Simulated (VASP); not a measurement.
CsBr, 2 atoms in the cell. It takes space group Pm-3m (No. 221, cubic). The conventional cell has a = 4.320 Å, b = 4.320 Å, c = 4.320 Å, α = 90.00°, β = 90.00°, γ = 90.00°. Within 4.9 Å of Cs (site symmetry m-3m) lie 8 Br at 3.74 Å and 6 Cs at 4.32 Å. Within 4.9 Å of Br (site symmetry m-3m) lie 8 Cs at 3.74 Å and 6 Br at 4.32 Å. 

```yaml
Program: VASP 6.6.1
Task: single point
Functional: HSE06
Potentials_or_basis: VASP PAW PBE potentials, release 64 (Cs_sv, Br)
Cutoff: 400 eV
k_mesh: 4 × 4 × 4
Occupations: gaussian, width 0.01 eV
Spin: no spin polarisation
Dipole_correction: no
Grid_for_exact_exchange_PRECFOCK: Normal
Further_INCAR_settings: ALGO = Normal; EDIFF = 1e-06; NBANDS = 15
Share_of_exact_exchange: 0.25
Screening_parameter: 0.2079 1/Å
```

Potentials or basis: VASP PAW PBE potentials, release 64 (Cs_sv, Br).

Run with:

```sh
$ cat potpaw_PBE.64/Cs_sv/POTCAR potpaw_PBE.64/Br/POTCAR > POTCAR
$ cp INCAR.step1 INCAR
$ mpirun -np 1 vasp_std > vasp.out
$ cp INCAR.step2 INCAR
$ mpirun -np 1 vasp_std > vasp.out
```

Hardware: 1 thread of Intel(R) Xeon(R) Platinum 8259CL CPU @ 2.50GHz (Skylake/Cascade Lake), on a shared host.

Task: Estimate the wall time of this run.

Result: Wall time 4.2 min on 1 thread of Intel(R) Xeon(R) Platinum 8259CL CPU @ 2.50GHz (Skylake/Cascade Lake) (shared host), peak memory 0.26 GiB. Counts: k points 10.
